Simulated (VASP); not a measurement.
A run of VASP 6.6.1 is set up as follows.

INCAR

```
PREC = Accurate
ENCUT = 520
EDIFF = 1E-7
ISMEAR = -1
SIGMA = 0.1
LREAL = F
LASPH = T
NELM = 60
ALGO = Normal
ISIF = 2
LWAVE = F
LCHARG = T
GGA = CA
LELF = T
LVHAR = T
NBANDS = 22
```

The input KPOINTS:

```
regular mesh
0
Gamma
  12 12 18
```

Contents of POSCAR:

```
Ni
1.0
    3.8876013078      0.0000000000      0.0000000000
   -1.9438006539      3.3667614924      0.0000000000
    0.0000000000      0.0000000000      2.3362586391
Ni
3
Direct
    1.0000000000      0.0000000000      0.0000000000
    0.3333333333      0.6666666667      0.5000000000
    0.6666666667      0.3333333333      0.5000000000
```

Potentials or basis: VASP PAW LDA potentials, release 64 (Ni).

Launch:

```bash
$ cat potpaw_LDA.64/Ni/POTCAR > POTCAR
$ mpirun -np 1 vasp_std > vasp.out
```

What does it give for the pressure?

-0.1 GPa.

Estimate the band gap on the k mesh.

zero (bands 15 and 16 overlap by 0.66 eV).

Stress tensor (GPa, compression positive):
```
-0.02  0.00  0.00
 0.00 -0.02  0.00
 0.00  0.00 -0.20
```

Caveat: the run has no spin polarisation, though such a crystal can be magnetic. Spin polarisation is off, so any magnetic state and its effect on volume and gap are missing.
